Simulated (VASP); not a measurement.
# P (R-3m) in VASP: a series of runs

P is run at these levels: PBEsol; tasks: single point.

All numbers are computed with VASP 6.6.1; they aren't measurements. Logs are shortened: lines on timing, memory, paths and dates and some standing lists are left out, and cuts for length are marked.

### Step 1. The cell of the first run

Symmetry: R-3m, No. 166, trigonal system. Conventional cell: a = 3.396 Å, b = 3.396 Å, c = 9.699 Å, α = 90.00°, β = 90.00°, γ = 120.00°. Within 3.0 Å of P (site symmetry 3m) lie 6 P at 2.28 to 2.84 Å.

### Step 2. Single point, PBEsol

INCAR reads:

```
ALGO = Normal
EDIFF = 1E-6
ENCUT = 520
GGA = PS
ISIF = 2
ISMEAR = 0
LASPH = T
LCHARG = F
LREAL = F
LWAVE = F
NBANDS = 12
NELM = 100
PREC = Accurate
SIGMA = 0.15
```

KPOINTS reads:

```
k-points
0
Gamma
  18 18 18
```

POSCAR reads:

```
P
1.0
    1.6978860328      0.9802749581      3.2331520973
   -1.6978860328      0.9802749581      3.2331520973
    0.0000000000     -1.9605499161      3.2331520973
P
2
Direct
    0.2270802500      0.2270802500      0.2270802500
    0.7729197500      0.7729197500      0.7729197500
```

Potentials or basis: VASP PAW PBE potentials, release 64 (P).

On the command line:

```sh
$ cat potpaw_PBE.64/P/POTCAR > POTCAR
$ mpirun -np 1 vasp_std > vasp.out
```

OUTCAR:

```text
EDIFF = 1E-6
   ENCUT = 520
   GGA = PS
   ISIF = 2
   ISMEAR = 0
   LASPH = T
   LREAL = F
   NELM = 100
   PREC = Accurate

 ion  position               nearest neighbor table
   1  0.227  0.227  0.227-   2 2.28   2 2.28   2 2.28   2 2.84   2 2.84   2 2.84
   2  0.773  0.773  0.773-   1 2.28   1 2.28   1 2.28   1 2.84   1 2.84   1 2.84

  LATTYP: Found a trigonal (rhomboedric) cell.
 ALAT       =     3.7811411582
 COS(alpha) =     0.5967250133

  Lattice vectors:

 A1 = (   1.6978860328,   0.9802749581,   3.2331520973)
 A2 = (  -1.6978860328,   0.9802749581,   3.2331520973)
 A3 = (   0.0000000000,  -1.9605499161,   3.2331520973)

Analysis of symmetry for initial positions (statically):
=====================================================================
 Subroutine PRICEL returns:
 Original cell was already a primitive cell.

 Routine SETGRP: Setting up the symmetry group for a
 trigonal (rhombohedral) supercell.

 Subroutine GETGRP returns: Found 12 space group operations
 (whereof 12 operations were pure point group operations)
 out of a pool of 12 trial point group operations.

The static configuration has the point symmetry D_3d.

Analysis of symmetry for dynamics (positions and initial velocities):
=====================================================================
 Subroutine PRICEL returns:
 Original cell was already a primitive cell.

 Routine SETGRP: Setting up the symmetry group for a
 trigonal (rhombohedral) supercell.

 Subroutine GETGRP returns: Found 12 space group operations
 (whereof 12 operations were pure point group operations)
 out of a pool of 12 trial point group operations.

The dynamic configuration has the point symmetry D_3d.

 Subroutine INISYM returns: Found 12 space group operations
 (whereof 12 operations are pure point group operations),
 and found     1 'primitive' translations

----------------------------------------------------------------------------------------

                                     Primitive cell

  volume of cell :      32.2875

  direct lattice vectors                    reciprocal lattice vectors
     1.697886033  0.980274958  3.233152097     0.294483841  0.170020325  0.103098562
    -1.697886033  0.980274958  3.233152097    -0.294483841  0.170020325  0.103098562
     0.000000000 -1.960549916  3.233152097     0.000000000 -0.340040649  0.103098562

  length of vectors
     3.781141158  3.781141158  3.781141158     0.355326550  0.355326550  0.355326550

  position of ions in fractional coordinates (direct lattice)
     0.227080250  0.227080250  0.227080250
     0.772919750  0.772919750  0.772919750

  ion indices of the primitive-cell ions
   primitive index   ion index
                 1           1
                 2           2

----------------------------------------------------------------------------------------

 KPOINTS: k-points

Automatic generation of k-mesh.
 Grid dimensions read from file:
 generate k-points for:   18   18   18

 Generating k-lattice:

  Cartesian coordinates                     Fractional coordinates (reciprocal lattice)
     0.016360213  0.009445574  0.005727698     0.055555556  0.000000000  0.000000000
    -0.016360213  0.009445574  0.005727698     0.000000000  0.055555556  0.000000000
     0.000000000 -0.018891147  0.005727698     0.000000000  0.000000000  0.055555556

  Length of vectors
     0.019740364  0.019740364  0.019740364

  Shift w.r.t. Gamma in fractional coordinates (k-lattice)
     0.000000000  0.000000000  0.000000000

 Subroutine IBZKPT returns following result:
 ===========================================

 Found    580 irreducible k-points:

 Following reciprocal coordinates:
            Coordinates               Weight
  0.000000  0.000000  0.000000      1.000000
  0.055556  0.000000  0.000000      6.000000
  0.111111  0.000000  0.000000      6.000000
  0.166667  0.000000 -0.000000      6.000000
  0.222222  0.000000  0.000000      6.000000
  0.277778 -0.000000  0.000000      6.000000
[... 16 lines left out ...]
 -0.277778  0.055556 -0.000000     12.000000
 -0.222222  0.055556 -0.000000     12.000000
 [... further k-points ...]
   k-points           NKPTS =    580   k-points in BZ     NKDIM =    580   number of bands    NBANDS=     12
   number of dos      NEDOS =    301   number of ions     NIONS =      2
   total plane-waves  NPLWV =  21952
   dimension x,y,z NGX =    28 NGY =   28 NGZ =   28
   dimension x,y,z NGXF=    56 NGYF=   56 NGZF=   56
   ions per type =               2
   NGX,Y,Z   is equivalent  to a cutoff of  12.31, 12.31, 12.31 a.u.
   NGXF,Y,Z  is equivalent  to a cutoff of  24.62, 24.62, 24.62 a.u.
 SYSTEM =  unknown system
   PREC   = accura    normal or accurate (medium, high low for compatibility)
   ISTART =      0    job   : 0-new  1-cont  2-samecut
   ICHARG =      2    charge: 1-file 2-atom 10-const
   ISPIN  =      1    spin polarized calculation?
   LNONCOLLINEAR =      F non collinear calculations
   LSORBIT =      F    spin-orbit coupling
   LASPH  =      T    aspherical Exc in radial PAW
   ENCUT  =  520.0 eV  38.22 Ry    6.18 a.u.   7.03  7.03  7.03*2*pi/ulx,y,z
   NELM   =    100;   NELMIN=  2; NELMDL= -5     # of ELM steps
   EDIFF  = 0.1E-05   stopping-criterion for ELM
   LREAL  =      F    real-space projection
   EDIFFG = 0.1E-04   stopping-criterion for IOM
   NSW    =      0    number of steps for IOM
   IBRION =     -1    ionic relax: 0-MD 1-quasi-New 2-CG
   NFREE  =      0    steps in history (QN), initial steepest desc. (CG)
   ISIF   =      2    stress and relaxation
   ISYM   =      2    0-nonsym 1-usesym 2-fastsym
   POTIM  = 0.5000    time-step for ionic-motion
   TEBEG  =    0.0;   TEEND  =   0.0 temperature during run
   PSTRESS=    0.0 pullay stress
   NELECT =      10.0000    total number of electrons
   NUPDOWN=      -1.0000    fix difference up-down
   EMIN   =  10.00;   EMAX   =-10.00  energy-range for DOS
   EFERMI =   0.00;   METHOD = LEGACY
   ISMEAR =     0;   SIGMA  =   0.15  broadening in eV -4-tet -1-fermi 0-gaus
   EFERMI_NEDOS =   21; number of points for ismear=-14 and -15
   IALGO  =     38    algorithm
   IMIX   =      4    mixing-type and parameters
     AMIX     =   0.40;   BMIX     =  1.00
     AMIX_MAG =   1.60;   BMIX_MAG =  1.00
  volume/ion in A,a.u.               =      16.14       108.94
  Fermi-wavevector in a.u.,A,eV,Ry     =   1.107636  2.093128 16.692396  1.226857
  Thomas-Fermi vector in A             =   2.244152
   LORBIT       =      0    0 simple, 1 ext, 2 COOP (PROOUT), +10 PAW based schemes
   GGA     = PS    functional components
   LHFCALC =     F    Hartree Fock is set to
   AEXX    =    0.0000 exact exchange contribution
   IVDW    =     0    specifies the selected vdW correction
   LEPSILON=     F    determine dielectric tensor
   LRPA    =     F    only Hartree local field effects (RPA)
 non-spin polarized calculation
 Gauss-broadening in eV      SIGMA  =   0.15
  energy-cutoff  :      520.00
  volume of cell :       32.29
 maximum number of plane-waves:       888
   NGX = 15   NGY = 15   NGZ = 15

 number of electron      10.0000001 magnetization

 Free energy of the ion-electron system (eV)
  ---------------------------------------------------
  ext. energy  EPLUGINS =         0.00000000
  ---------------------------------------------------
  free energy    TOTEN  =       -11.53705662 eV

  energy without entropy =      -11.53238067  energy(sigma->0) =      -11.53471864

 E-fermi :   8.8621     XC(G=0): -10.8658

 val. band max:        8.8570317601   @ k =   0.4444   0.0556   0.0556
 cond. band min:       8.8679805149   @ k =   0.3889   0.0000   0.0000
 fundamental gap:      0.0109487548
 Fermi energy:         8.8620868227

 k-point     1 :       0.0000    0.0000    0.0000
  band No.  band energies     occupation
      1      -7.6650      2.00000
      2       4.9517      2.00000
      3       5.3020      2.00000
      4       6.2753      2.00000
      5       6.2753      2.00000
      6      10.3853      0.00000
      7      11.5727      0.00000
      8      11.5727      0.00000
      9      14.9243      0.00000
     10      14.9243      0.00000
     11      16.1906      0.00000
     12      16.2298      0.00000

 k-point     2 :       0.0556    0.0000    0.0000
  band No.  band energies     occupation
      1      -7.6138      2.00000
      2       4.5463      2.00000
      3       5.4516      2.00000
      4       6.2229      2.00000
      5       6.2533      2.00000
      6      10.6077      0.00000
      7      11.5408      0.00000
      8      11.5867      0.00000
      9      14.5044      0.00000
     10      14.6246      0.00000
     11      15.3557      0.00000
     12      16.7586      0.00000

 k-point     3 :       0.1111    0.0000    0.0000
  band No.  band energies     occupation
      1      -7.4601      2.00000
      2       3.7750      2.00000
      3       5.3765      2.00000
      4       6.0816      2.00000
      5       6.4329      2.00000
      6      10.8500      0.00000
      7      11.5417      0.00000
      8      11.6339      0.00000
      9      13.7067      0.00000
     10      14.3652      0.00000
     11      14.9105      0.00000
     12      17.7748      0.00000
[... 286 lines left out ...]
 k-point    23 :      -0.2778    0.0556   -0.0000
  band No.  band energies     occupation
      1      -6.1541      2.00000
      2       0.1776      2.00000
      3       4.9264      2.00000
      4       5.5101      2.00000
      5       7.2744      2.00000
      6       9.4572      0.00000
      7       9.7910      0.00000
      8      10.9037      0.00000
      9      14.5181      0.00000
     10      15.6050      0.00000
     11      17.4820      0.00000
     12      21.3327      0.00000

 k-point    24 :      -0.2222    0.0556   -0.0000
  band No.  band energies     occupation
      1      -6.6425      2.00000
      2       1.2771      2.00000
      3       5.0799      2.00000
      4       5.5779      2.00000
      5       6.9844      2.00000
      6      10.0320      0.00000
      7      10.2992      0.00000
      8      11.1632      0.00000
      9      14.1644      0.00000
     10      14.8308      0.00000
     11      16.3221      0.00000
     12      20.0387      0.00000

 [... further k-points ...]

------------------------ aborting loop because EDIFF is reached ----------------------------------------

  FORCE on cell =-STRESS in cart. coord.  units (eV):
  Direction    XX          YY          ZZ          XY          YZ          ZX
  --------------------------------------------------------------------------------------
  -------------------------------------------------------------------------------------
  Total        0.1159260      0.1159260     -0.6199948      0.0000000     -0.0000000      0.0000000
  in kB        5.7525144      5.7525144    -30.7655604      0.0000000     -0.0000000      0.0000000
  external PRESSURE =      -6.4201772 kB  Pullay stress =       0.0000000 kB

 VOLUME and BASIS-vectors are now :
 -----------------------------------------------------------------------------
  energy-cutoff  :      520.00
  volume of cell :       32.29
      direct lattice vectors                 reciprocal lattice vectors
     1.697886033  0.980274958  3.233152097     0.294483841  0.170020325  0.103098562
    -1.697886033  0.980274958  3.233152097    -0.294483841  0.170020325  0.103098562
     0.000000000 -1.960549916  3.233152097     0.000000000 -0.340040649  0.103098562

 POSITION                                       TOTAL-FORCE (eV/Angst)
 -----------------------------------------------------------------------------------
      0.00000      0.00000      2.20255         0.000000      0.000000      0.178927
      0.00000      0.00000      7.49690         0.000000     -0.000000     -0.178927
 -----------------------------------------------------------------------------------
    total drift:                                0.000000     -0.000000     -0.000000

  FREE ENERGIE OF THE ION-ELECTRON SYSTEM (eV)
  ---------------------------------------------------
  free  energy   TOTEN  =       -11.5370566171 eV

  energy  without entropy=      -11.5323806677  energy(sigma->0) =      -11.53471864
```

Run time: 3.9 min. Hardware: 1 thread of Intel Xeon 8259CL, shared host; peak memory 0.29 GiB.

What came out:

| Property | Result |
| --- | --- |
| Free energy | -11.5371 eV |
| Pressure | -0.6 GPa |
| Largest force | 0.179 eV/Å |
| Band gap on the k mesh | zero (bands 5 and 6 overlap by 1.23 eV) |

Forces on the atoms (eV/Å):
```
P    0.000  0.000  0.179
P    0.000  0.000 -0.179
```

Stress tensor (GPa, compression positive):
```
 0.58  0.00  0.00
 0.00  0.58  0.00
 0.00  0.00 -3.08
```

Levels at points of the mesh, in eV from the Fermi level:
| k point | band 3 | band 4 | band 5 | band 6 | band 7 | band 8 |
| --- | --- | --- | --- | --- | --- | --- |
| (0.00, 0.00, 0.00) | -3.56 | -2.59 | -2.59 | 1.52 | 2.71 | 2.71 |
| (0.50, 0.00, 0.00) | -3.77 | -3.65 | -0.77 | -0.19 | -0.07 | 0.78 |
| (0.50, 0.50, 0.00) | -6.71 | -5.48 | -5.14 | 0.11 | 5.99 | 7.47 |
| (0.50, 0.50, 0.50) | -2.50 | -2.50 | 0.26 | 0.26 | 0.68 | 2.65 |

Caveat: the PAW data sets were made with another functional, which shifts forces and pressure a little.

### Step 3. Single point, PBEsol

This run uses another cell than the first one, of the same volume but with other edges.

INCAR reads:

```
PREC = Accurate
ENCUT = 520
EDIFF = 1E-6
ISMEAR = 0
SIGMA = 0.15
LREAL = False
LASPH = True
NELM = 60
ALGO = Normal
ISIF = 2
LWAVE = False
LCHARG = False
GGA = PS
NBANDS = 12
```

KPOINTS reads:

```
regular mesh
0
Gamma
  18 18 18
```

POSCAR reads:

```
P
1.0
    1.8589810945      1.0732832353      2.6970764747
   -1.8589810945      1.0732832353      2.6970764747
    0.0000000000     -2.1465664706      2.6970764747
P
2
Direct
    0.2270802500      0.2270802500      0.2270802500
    0.7729197500      0.7729197500      0.7729197500
```

Potentials or basis: VASP PAW PBE potentials, release 64 (P).

On the command line:

```sh
$ cat potpaw_PBE.64/P/POTCAR > POTCAR
$ mpirun -np 1 vasp_std > vasp.out
```

It took 3.6 min on 1 thread of Intel Xeon 8259CL, shared host; peak memory 0.29 GiB.

The run converged. Its results:

* Free energy: -11.2848 eV
* Pressure: -7.0 GPa
* Largest force: 0.595 eV/Å
* Band gap on the k mesh: zero (bands 5 and 6 overlap by 1.33 eV)

Forces on the atoms (eV/Å):
```
P    0.000  0.000  0.595
P    0.000  0.000 -0.595
```

Stress tensor (GPa, compression positive):
```
-13.00   0.00   0.00
  0.00 -13.00   0.00
  0.00   0.00   4.98
```

Levels at points of the mesh, in eV from the Fermi level:
```csv
k point,band 1,band 2,band 3,band 4,band 5,band 6,band 7,band 8,band 9,band 10
"(0.00, 0.00, 0.00)",-15.58,-2.87,-2.87,-2.81,-0.43,2.82,3.32,3.32,5.93,5.93
"(0.50, 0.00, 0.00)",-12.33,-11.43,-2.82,-1.18,0.09,0.71,0.89,2.64,8.93,9.78
"(0.50, 0.50, 0.00)",-11.76,-8.94,-6.37,-5.57,-3.62,0.84,7.15,7.51,8.74,9.27
"(0.50, 0.50, 0.50)",-12.36,-9.58,-2.94,-2.94,-1.39,-0.80,-0.80,1.27,10.44,11.66
```

Caveat: the cell stands under tension; the PAW data sets were made with another functional, which shifts forces and pressure a little.
